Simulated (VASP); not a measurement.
# HfC in VASP: further runs, part 2 of 3

VASP 6.6.1. The steps go on from the part before.

### 4 Electric field gradients, PBE (12.07 Å³/atom)

This run uses another cell than the first one, of 12.07 Å³/atom.

INCAR reads:

```
SYSTEM = HfC
PREC = Accurate
ENCUT = 520
EDIFF = 1E-8
ISMEAR = -1
SIGMA = 0.05
LREAL = .FALSE.
LASPH = .TRUE.
NELM = 100
ALGO = Normal
ISIF = 2
LWAVE = .FALSE.
LCHARG = .FALSE.
GGA = PE
LEFG = .TRUE.
NBANDS = 14
```

KPOINTS reads:

```
regular mesh
0
G
  15 15 15
  0 0 0
```

POSCAR reads:

```
HfC
1.0
    0.0000000000      2.2935772291      2.2935772291
    2.2935772291      0.0000000000      2.2935772291
    2.2935772291      2.2935772291      0.0000000000
Hf C
1 1
Direct
    0.5000000000      0.5000000000      0.5000000000
    0.0000000000      0.0000000000      0.0000000000
```

Potentials or basis: VASP PAW PBE potentials, release 64 (Hf_pv, C).

Started as:

```
$ cat potpaw_PBE.64/Hf_pv/POTCAR potpaw_PBE.64/C/POTCAR > POTCAR
$ mpirun -np 1 vasp_std > vasp.out
```

OUTCAR:

```text
SYSTEM = HfC
   PREC = Accurate
   ENCUT = 520
   EDIFF = 1E-8
   ISMEAR = -1
   LREAL = .FALSE.
   LASPH = .TRUE.
   NELM = 100
   ISIF = 2
   GGA = PE

 ion  position               nearest neighbor table
   1  0.500  0.500  0.500-   2 2.29   2 2.29   2 2.29   2 2.29   2 2.29   2 2.29
   2  0.000  0.000  0.000-   1 2.29   1 2.29   1 2.29   1 2.29   1 2.29   1 2.29

  LATTYP: Found a face centered cubic cell.
 ALAT       =     4.5871544582

  Lattice vectors:

 A1 = (   0.0000000000,   2.2935772291,   2.2935772291)
 A2 = (   2.2935772291,   0.0000000000,   2.2935772291)
 A3 = (   2.2935772291,   2.2935772291,   0.0000000000)

Analysis of symmetry for initial positions (statically):
=====================================================================
 Subroutine PRICEL returns:
 Original cell was already a primitive cell.

 Routine SETGRP: Setting up the symmetry group for a
 face centered cubic supercell.

[... 596 lines left out ...]
      direct lattice vectors                 reciprocal lattice vectors
     0.000000000  2.293577229  2.293577229    -0.218000072  0.218000072  0.218000072
     2.293577229  0.000000000  2.293577229     0.218000072 -0.218000072  0.218000072
     2.293577229  2.293577229  0.000000000     0.218000072  0.218000072 -0.218000072

 POSITION                                       TOTAL-FORCE (eV/Angst)
 -----------------------------------------------------------------------------------
      2.29358      2.29358      2.29358         0.000000      0.000000      0.000000
      0.00000      0.00000      0.00000        -0.000000      0.000000     -0.000000
 -----------------------------------------------------------------------------------
    total drift:                                0.000000     -0.000000      0.000000

  FREE ENERGIE OF THE ION-ELECTRON SYSTEM (eV)
  ---------------------------------------------------
  free  energy   TOTEN  =       -21.0168747709 eV

  energy  without entropy=      -21.0138768645  energy(sigma->0) =      -21.01537582

 Electric field gradients (V/A^2)
---------------------------------------------------------------------
 ion       V_xx      V_yy      V_zz      V_xy      V_xz      V_yz
---------------------------------------------------------------------
   1       0.000     0.000    -0.000    -0.000    -0.000    -0.000
   2      -0.000     0.000    -0.000     0.000     0.000     0.000
---------------------------------------------------------------------

 Electric field gradients after diagonalization (V/A^2)
 (convention: |V_zz| > |V_xx| > |V_yy|)
----------------------------------------------------------------------
 ion       V_xx      V_yy      V_zz     asymmetry (V_yy - V_xx)/ V_zz
----------------------------------------------------------------------
   1       0.000     0.000    -0.000       0.000
   2      -0.000    -0.000     0.001       0.000
----------------------------------------------------------------------

           NMR quadrupolar parameters

 Cq : quadrupolar parameter    Cq=e*Q*V_zz/h
 eta: asymmetry parameters     (V_yy - V_xx)/ V_zz
 Q  : nuclear electric quadrupole moment in mb (millibarn)
----------------------------------------------------------------------
 ion       Cq(MHz)       eta       Q (mb)
----------------------------------------------------------------------
   1      -0.000       0.000       1.000
   2       0.000       0.000       1.000
----------------------------------------------------------------------
```

stdout:

```text
POSCAR found type information on POSCAR HfC
 POSCAR found :  2 types and       2 ions
 scaLAPACK will be used
 LDA part: xc-table for (Slater+PW92), standard interpolation
 POSCAR, INCAR and KPOINTS ok, starting setup
 FFT: planning ... GRIDC
 FFT: planning ... GRID_SOFT
 FFT: planning ... GRID
 WAVECAR not read
 entering main loop
ion   1

ion   2
```

It took 53 s on 1 thread of Intel Xeon 8259CL, shared host; peak memory 0.17 GiB.

What came out:

- Free energy: -21.0169 eV
- Pressure: 10.1 GPa
- Band gap on the k mesh: zero (bands 7 and 8 overlap by 1.45 eV)
- Largest electric field gradient by atom: zero within the noise of the run

Caveat: the cell stands under pressure; spin-orbit coupling is left out, which moves the levels of the heavy elements.

### 5 Electric field gradients, PBE (12.32 Å³/atom)

This run uses another cell than the first one, of 12.32 Å³/atom.

INCAR reads:

```
SYSTEM = HfC
  PREC = Accurate
  ENCUT = 520
  EDIFF = 1E-8
  ISMEAR = -1
  SIGMA = 0.05
  LREAL = .FALSE.
  LASPH = .TRUE.
  NELM = 60
  ALGO = Normal
  ISIF = 2
  LWAVE = .FALSE.
  LCHARG = .FALSE.
  GGA = PE
  LEFG = .TRUE.
  NBANDS = 14
```

KPOINTS reads:

```
Automatic mesh
0
G
  15 15 15
  0 0 0
```

POSCAR reads:

```
HfC
1.0
    0.0000000000      2.3093955030      2.3093955030
    2.3093955030      0.0000000000      2.3093955030
    2.3093955030      2.3093955030      0.0000000000
Hf C
1 1
Direct
    0.5000000000      0.5000000000      0.5000000000
    0.0000000000      0.0000000000      0.0000000000
```

Potentials or basis: VASP PAW PBE potentials, release 64 (Hf_pv, C).

Started as:

```
$ cat potpaw_PBE.64/Hf_pv/POTCAR potpaw_PBE.64/C/POTCAR > POTCAR
$ mpirun -np 1 vasp_std > vasp.out
```

OUTCAR:

```text
SYSTEM = HfC
   PREC = Accurate
   ENCUT = 520
   EDIFF = 1E-8
   ISMEAR = -1
   LREAL = .FALSE.
   LASPH = .TRUE.
   NELM = 60
   ISIF = 2
   GGA = PE

 ion  position               nearest neighbor table
   1  0.500  0.500  0.500-   2 2.31   2 2.31   2 2.31   2 2.31   2 2.31   2 2.31
   2  0.000  0.000  0.000-   1 2.31   1 2.31   1 2.31   1 2.31   1 2.31   1 2.31

  LATTYP: Found a face centered cubic cell.
 ALAT       =     4.6187910060

  Lattice vectors:

 A1 = (   0.0000000000,   2.3093955030,   2.3093955030)
 A2 = (   2.3093955030,   0.0000000000,   2.3093955030)
 A3 = (   2.3093955030,   2.3093955030,   0.0000000000)

Analysis of symmetry for initial positions (statically):
=====================================================================
 Subroutine PRICEL returns:
 Original cell was already a primitive cell.

 Routine SETGRP: Setting up the symmetry group for a
 face centered cubic supercell.

[... 596 lines left out ...]
      direct lattice vectors                 reciprocal lattice vectors
     0.000000000  2.309395503  2.309395503    -0.216506873  0.216506873  0.216506873
     2.309395503  0.000000000  2.309395503     0.216506873 -0.216506873  0.216506873
     2.309395503  2.309395503  0.000000000     0.216506873  0.216506873 -0.216506873

 POSITION                                       TOTAL-FORCE (eV/Angst)
 -----------------------------------------------------------------------------------
      2.30940      2.30940      2.30940         0.000000     -0.000000     -0.000000
      0.00000      0.00000      0.00000         0.000000      0.000000      0.000000
 -----------------------------------------------------------------------------------
    total drift:                                0.000000     -0.000000      0.000000

  FREE ENERGIE OF THE ION-ELECTRON SYSTEM (eV)
  ---------------------------------------------------
  free  energy   TOTEN  =       -21.0398260910 eV

  energy  without entropy=      -21.0367424865  energy(sigma->0) =      -21.03828429

 Electric field gradients (V/A^2)
---------------------------------------------------------------------
 ion       V_xx      V_yy      V_zz      V_xy      V_xz      V_yz
---------------------------------------------------------------------
   1       0.000     0.000    -0.000    -0.000    -0.000    -0.000
   2       0.000     0.000     0.000     0.000     0.000     0.000
---------------------------------------------------------------------

 Electric field gradients after diagonalization (V/A^2)
 (convention: |V_zz| > |V_xx| > |V_yy|)
----------------------------------------------------------------------
 ion       V_xx      V_yy      V_zz     asymmetry (V_yy - V_xx)/ V_zz
----------------------------------------------------------------------
   1       0.000     0.000    -0.000       0.000
   2      -0.000    -0.000     0.001       0.000
----------------------------------------------------------------------

           NMR quadrupolar parameters

 Cq : quadrupolar parameter    Cq=e*Q*V_zz/h
 eta: asymmetry parameters     (V_yy - V_xx)/ V_zz
 Q  : nuclear electric quadrupole moment in mb (millibarn)
----------------------------------------------------------------------
 ion       Cq(MHz)       eta       Q (mb)
----------------------------------------------------------------------
   1      -0.000       0.000       1.000
   2       0.000       0.000       1.000
----------------------------------------------------------------------
```

OSZICAR:

```text
N       E                     dE             d eps       ncg     rms          rms(c)
DAV:   1     0.230852295351E+02    0.23085E+02   -0.78133E+03  3360   0.989E+02
DAV:   2    -0.227049459871E+02   -0.45790E+02   -0.43230E+02  4328   0.203E+02
DAV:   3    -0.241919624757E+02   -0.14870E+01   -0.14831E+01  4088   0.265E+01
DAV:   4    -0.241982400956E+02   -0.62776E-02   -0.62773E-02  3912   0.212E+00
DAV:   5    -0.241982792722E+02   -0.39177E-04   -0.39177E-04  4142   0.151E-01    0.590E+01
DAV:   6    -0.211003231222E+02    0.30980E+01   -0.11846E+01  3678   0.182E+01    0.421E+01
DAV:   7    -0.210539279522E+02    0.46395E-01   -0.53662E-01  4212   0.516E+00    0.250E+01
DAV:   8    -0.210456750997E+02    0.82529E-02   -0.63842E-02  4020   0.203E+00    0.602E+00
DAV:   9    -0.210400909856E+02    0.55841E-02   -0.20025E-02  3828   0.830E-01    0.205E+00
DAV:  10    -0.210398292860E+02    0.26170E-03   -0.12668E-03  4166   0.266E-01    0.470E-02
DAV:  11    -0.210398265837E+02    0.27022E-05   -0.68258E-05  4002   0.700E-02    0.211E-02
DAV:  12    -0.210398263057E+02    0.27808E-06   -0.22811E-06  4284   0.132E-02    0.115E-02
DAV:  13    -0.210398260992E+02    0.20642E-06   -0.16977E-07  3874   0.312E-03    0.187E-03
DAV:  14    -0.210398260826E+02    0.16658E-07   -0.74391E-09  3160   0.720E-04    0.825E-04
DAV:  15    -0.210398260910E+02   -0.83878E-08   -0.17391E-09  2370   0.365E-04
   1 F= -.21039826E+02 E0= -.21038284E+02  d E =-.308360E-02
```

stdout:

```text
POSCAR found type information on POSCAR HfC
 POSCAR found :  2 types and       2 ions
 scaLAPACK will be used
 LDA part: xc-table for (Slater+PW92), standard interpolation
 POSCAR, INCAR and KPOINTS ok, starting setup
 FFT: planning ... GRIDC
 FFT: planning ... GRID_SOFT
 FFT: planning ... GRID
 WAVECAR not read
 entering main loop
ion   1

ion   2
```

It took 45 s on 1 thread of Intel Xeon 8259CL, shared host; peak memory 0.17 GiB.

What came out:

| Property | Result |
| --- | --- |
| Free energy | -21.0398 eV |
| Pressure | 4.6 GPa |
| Band gap on the k mesh | zero (bands 7 and 8 overlap by 1.44 eV) |
| Largest electric field gradient by atom | zero within the noise of the run |

Caveat: the cell stands under pressure; spin-orbit coupling is left out, which moves the levels of the heavy elements.

(Continued in part 3 of 3.)
